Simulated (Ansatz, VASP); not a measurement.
One calculation of CdSe, two programs

INCAR

```
SYSTEM = CdSe
  PREC = Accurate
  ENCUT = 520
  EDIFF = 1E-6
  ISMEAR = 0
  SIGMA = 0.01
  LREAL = .False.
  LASPH = .True.
  NELM = 60
  ALGO = Normal
  ISIF = 2
  LWAVE = .False.
  LCHARG = .False.
  GGA = PS
  IBRION = 2
  NSW = 50
  EDIFFG = -0.002
```

Contents of KPOINTS:

```
Automatic mesh
0
Gamma
  6 6 4
  0 0 0
```

File POSCAR:

```
CdSe
1.0
    4.3009830028      0.0000000000      0.0000000000
   -2.1504915014      3.7247605417      0.0000000000
    0.0000000000      0.0000000000      7.0576607305
Cd Se
2 2
Direct
    0.3333333333      0.6666666667      0.0047026406
    0.6666666667      0.3333333333      0.5047026406
    0.3333333333      0.6666666667      0.3802973594
    0.6666666667      0.3333333333      0.8802973594
```

Input for Ansatz:

```yaml
crystal:
  lattice:
    - [4.30098300279, 0.0, 0.0]
    - [-2.1504915014, 3.72476054166, 0.0]
    - [0.0, 0.0, 7.05766073048]
  atoms:
    - { symbol: Cd, position: [0.333333333333, 0.666666666667, 0.004702640555] }
    - { symbol: Cd, position: [0.666666666667, 0.333333333333, 0.504702640555] }
    - { symbol: Se, position: [0.333333333333, 0.666666666667, 0.380297359445] }
    - { symbol: Se, position: [0.666666666667, 0.333333333333, 0.880297359445] }
kpoints:
  mp_grid: { grid: [6, 6, 4] }
scf:
  occupations: { method: fixed }
  convergence: { dr2_threshold: 1.0e-10 }
hamiltonian:
  xc: pbesol
  pseudopotentials: { kind: all_electron, lapw: { basis_error: 0.0005 } }
output:
  forces: true
  stress: true
  eigenstates:
    kpoints:
      - [0.0, 0.0, 0.0]
      - [0.0, 0.0, -0.5]
      - [-0.5, 0.0, 0.0]
      - [-0.5, 0.5, 0.0]
      - [0.0, -0.5, 0.0]
      - [-0.5, 0.0, -0.5]
      - [-0.5, 0.5, -0.5]
      - [0.0, -0.5, -0.5]
relax:
  f_tol: 0.002
  max_steps: 30
```

Change from the starting cell: z stretched by +0.5 %, x and y held.

Alike in both runs: task relaxation of the atoms; functional PBEsol; k mesh 6 × 6 × 4; no spin polarisation.

|  | VASP | Ansatz |
| --- | --- | --- |
| version | VASP 6.6.1 | Ansatz 0.2.0 |
| potentials or method | VASP PAW PBE potentials, release 64 (Cd, Se), cutoff 520 eV | all-electron LAPW, scalar-relativistic |
| occupations | gaussian, width 0.01 eV | fixed |

|  | VASP | Ansatz | Ansatz less VASP |
| --- | --- | --- | --- |
| gap on the k mesh at the Fermi level, each at its own relaxed structure (eV) | 0.52 | 0.52 | 0.000 |

VASP's potentials were made for PBE, not for PBEsol. Ansatz ran all-electron here, and VASP with PAW potentials.
